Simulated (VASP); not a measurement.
A run of VASP 6.6.1 is set up as follows.

Contents of INCAR:

```
ALGO     = Normal         # electronic algorithm
EDIFF    = 1E-7           # SCF threshold, eV
ENCUT    = 520            # plane-wave cutoff, eV
GGA      = PE             # functional
ISIF     = 2              # what is computed and relaxed
ISMEAR   = 0              # smearing method
LASPH    = T              # aspherical terms in the spheres
LCHARG   = T              # write CHGCAR
LELF     = T              # ELF
LREAL    = F              # projectors in reciprocal space
LVHAR    = T            
LWAVE    = F              # write WAVECAR
NBANDS   = 14             # bands
NELM     = 60             # most SCF steps
PREC     = Accurate       # precision mode
SIGMA    = 0.05           # smearing width, eV
```

Contents of KPOINTS:

```
k-points
0
Gamma
  8 8 8
```

Contents of POSCAR:

```
NaCl
1.0
    0.0000000000      2.9733375000      2.8317500000
    2.6901625000      0.0000000000      2.8317500000
    2.6901625000      2.9733375000      0.0000000000
Na Cl
1 1
Direct
    0.0000000000      0.0000000000      0.0000000000
    0.5000000000      0.5000000000      0.5000000000
```

Potentials or basis: VASP PAW PBE potentials, release 64 (Na_pv, Cl).

Run with:

```sh
$ cat potpaw_PBE.64/Na_pv/POTCAR potpaw_PBE.64/Cl/POTCAR > POTCAR
$ mpirun -np 1 vasp_std > vasp.out
```

Q: Predict the band gap on the k mesh.

A: 5.05 eV, direct.

Q: What does it give for the pressure?

A: 0.9 GPa.

Stress tensor (GPa, compression positive):
```
 3.24  0.00  0.00
 0.00 -0.96  0.00
 0.00  0.00  0.53
```

Caveat: the cell differs from its parent crystal (strain -0.0500 x Voigt [1, -1, 0, 0, 0, 0]). A k mesh can miss the band edges.
